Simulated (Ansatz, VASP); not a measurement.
## MgO: VASP beside Ansatz

POSCAR

```
MgO
1.0
    0.0000000000      2.1021086852      2.2282352063
    2.1021086852      0.0000000000      2.2282352063
    2.1021086852      2.1021086852      0.0000000000
Mg O
1 1
Direct
    0.0000000000      0.0000000000      0.0000000000
    0.5000000000      0.5000000000      0.5000000000
```

Contents of INCAR.step1:

```
ALGO = Normal
EDIFF = 1E-4
ENCUT = 520
GGA = PE
ISMEAR = 0
LASPH = T
LCHARG = F
LREAL = F
LWAVE = T
NBANDS = 11
NELM = 100
PREC = Accurate
SIGMA = 0.05
```

INCAR.step2

```
ALGO = Normal
EDIFF = 1E-6
ENCUT = 520
ISIF = 2
ISMEAR = 0
ISTART = 1
LASPH = T
LCHARG = T
LELF = T
LMIXTAU = T
LREAL = F
LVHAR = T
LWAVE = F
METAGGA = R2SCAN
NBANDS = 11
NELM = 100
PREC = Accurate
SIGMA = 0.05
```

The input KPOINTS:

```
k-points
0
Gamma
  10 10 10
```

Input for Ansatz:

```yaml
crystal:
  lattice:
    - [0.0, 2.1021086852, 2.2282352063]
    - [2.1021086852, 0.0, 2.2282352063]
    - [2.1021086852, 2.1021086852, 0.0]
  atoms:
    - { symbol: Mg, position: [0.0, 0.0, 0.0] }
    - { symbol: O, position: [0.5, 0.5, 0.5] }
basis:
  ecutwfc: 500
kpoints:
  mp_grid: { grid: [10, 10, 10] }
hamiltonian:
  xc: r2scan
scf:
  occupations: { method: gaussian, width: 0.05 }
output:
  forces: true
  stress: true
  eigenvalues: true
```

Change from the starting cell: strain +0.0600 x Voigt [0, 0, 1, 0, 0, 0], atoms carried along.

Alike in both runs: task single point; functional r2SCAN; k mesh 10 × 10 × 10; occupations gaussian, width 0.05 eV; no spin polarisation.

|  | VASP | Ansatz |
| --- | --- | --- |
| version | VASP 6.6.1 | Ansatz 0.2.0 |
| potentials or method | VASP PAW PBE potentials, release 64 (Mg, O), cutoff 520 eV | scalar-relativistic, plane waves, PAW |
| valence electrons in the cell | 8 | 16 |

|  | VASP | Ansatz | Ansatz less VASP |
| --- | --- | --- | --- |
| gap on the k mesh at the Fermi level (eV) | 4.99 | 5.02 | +0.027 |
| least direct gap on the mesh (eV) | 4.99 | 5.02 | +0.027 |
| pressure (GPa) | -8.7 | -7.7 | +1.09 |
| traceless stress, the component that is largest in VASP (GPa) | -5.20 | -5.29 | -0.084 |

VASP's potentials were made for PBE, not for r2SCAN. VASP's potentials hold 8 valence electrons a cell and Ansatz's 16, so a difference there can come from the potentials and not from the codes.
